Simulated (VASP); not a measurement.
# Ir: relaxation of cell and atoms with PBE

The system is Ir.

```
Ir
1.0
     2.45178    0.00000    0.00000
    -1.22589    2.12330    0.00000
     0.00000    0.00000    2.35195
Ir
1
Direct
  0.00000 0.00000 0.00000
```

```yaml
Program: VASP 6.6.1
Task: relaxation of cell and atoms
Functional: PBE
Potentials_or_basis: VASP PAW PBE potentials, release 64 (Ir)
Cutoff: 600 eV
k_mesh: 18 × 18 × 17
Occupations: fermi-dirac, width 0.08 eV
Spin: no spin polarisation
Target_pressure: 140 GPa
Dipole_correction: no
Further_INCAR_settings: ALGO = Normal; EDIFF = 1e-07; IBRION = 2; EDIFFG = -0.005; NSW = 32; ISIF = 3
```

```
Relaxed volume                                         : 12.27 Å³/atom
Relaxed cell                                           : a = 2.454 Å, b = 2.454 Å, c = 2.352 Å, α = 90.00°, β = 90.00°, γ = 120.00°
Space group after relaxing (to 0.05 Å)                 : P6/mmm (No. 191)
Energy change on relaxing (the enthalpy is what falls) : -18.6 meV/atom
Ionic steps                                            : 6
Pressure after relaxing                                : 140.0 GPa
```

The path:
```tsv
step	energy change (eV)	largest force (eV/Å)	pressure (GPa)	volume (Å³)
1	0.0000	0.0000	141.60	12.24
2	-0.1810	0.0000	126.30	12.46
3	-0.0201	0.0000	139.92	12.27
4	-0.0197	0.0000	139.94	12.27
5	-0.0147	0.0000	140.30	12.26
6	-0.0186	0.0000	140.03	12.27
```

Final structure:
```
Ir
1.0
     2.45383    0.00000    0.00000
    -1.22692    2.12508    0.00000
     0.00000    0.00000    2.35207
Ir
1
Direct
  0.00000 0.00000 0.00000
```

Levels at points of the mesh, in eV from the Fermi level:
```csv
k point,band 1,band 2,band 3,band 4,band 5,band 6,band 7,band 8
"(0.00, 0.00, 0.00)",-12.23,-8.79,-4.44,-4.44,2.25,2.25,14.85,16.88
"(0.50, 0.00, 0.00)",-9.65,-7.28,-2.30,-0.69,1.25,2.91,9.71,15.18
```

It took 76 s on 1 thread of Intel Xeon 6975P-C, on a shared host, peak memory 0.17 GiB.

Caveat: the cell is relaxed towards a set pressure, so the enthalpy falls and the energy may rise; spin-orbit coupling is left out, which moves the levels of the heavy elements.
